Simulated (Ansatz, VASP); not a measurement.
# InP: VASP beside Ansatz

INCAR

```
PREC     = Accurate       # precision mode
ENCUT    = 520            # plane-wave cutoff, eV
EDIFF    = 1E-8           # SCF threshold, eV
ISMEAR   = -1             # smearing method
SIGMA    = 0.03           # smearing width, eV
LREAL    = F              # projectors in reciprocal space
LASPH    = T              # aspherical terms in the spheres
NELM     = 100            # most SCF steps
ALGO     = Normal         # electronic algorithm
ISIF     = 2              # what is computed and relaxed
LWAVE    = F              # write WAVECAR
LCHARG   = F              # write CHGCAR
GGA      = PS             # functional
LEFG     = T            
NBANDS   = 16             # bands
```

File KPOINTS:

```
Automatic mesh
0
Gamma
  11 11 11
```

POSCAR

```
InP
1.0
    0.0000000000      2.8164141889      2.8164141889
    2.8164141889      0.0000000000      2.8164141889
    2.8164141889      2.8164141889      0.0000000000
In P
1 1
Direct
    0.0000000000      0.0000000000      0.0000000000
    0.5000000000      0.5000000000      0.5000000000
```

Input for Ansatz:

```yaml
crystal:
  lattice:
    - [0.0, 2.8164141889, 2.8164141889]
    - [2.8164141889, 0.0, 2.8164141889]
    - [2.8164141889, 2.8164141889, 0.0]
  atoms:
    - { symbol: In, position: [0.0, 0.0, 0.0] }
    - { symbol: P, position: [0.5, 0.5, 0.5] }
kpoints:
  mp_grid: { grid: [11, 11, 11] }
scf:
  occupations: { method: fermi_dirac, width: 0.03 }
hamiltonian:
  xc: pbesol
  pseudopotentials: { kind: all_electron, datasets: crystal }
output:
  forces: true
  stress: true
  eigenvalues: true
  efg: { contact_densities: true }
```

Change from the starting cell: volume scaled by 0.96, crystal datasets.

Alike in both runs: task electric field gradients; functional PBEsol; k mesh 11 × 11 × 11; occupations fermi-dirac, width 0.03 eV; no spin polarisation.

|  | VASP | Ansatz |
| --- | --- | --- |
| version | VASP 6.6.1 | Ansatz 0.2.0 |
| potentials or method | VASP PAW PBE potentials, release 64 (In_d, P), cutoff 520 eV | all-electron PAW with datasets made for the crystal, scalar-relativistic |

```tsv
	VASP	Ansatz	Ansatz less VASP
pressure (GPa)	-6.4	-6.4	-0.01
```

VASP's potentials were made for PBE, not for PBEsol. Ansatz ran all-electron here, and VASP with PAW potentials.
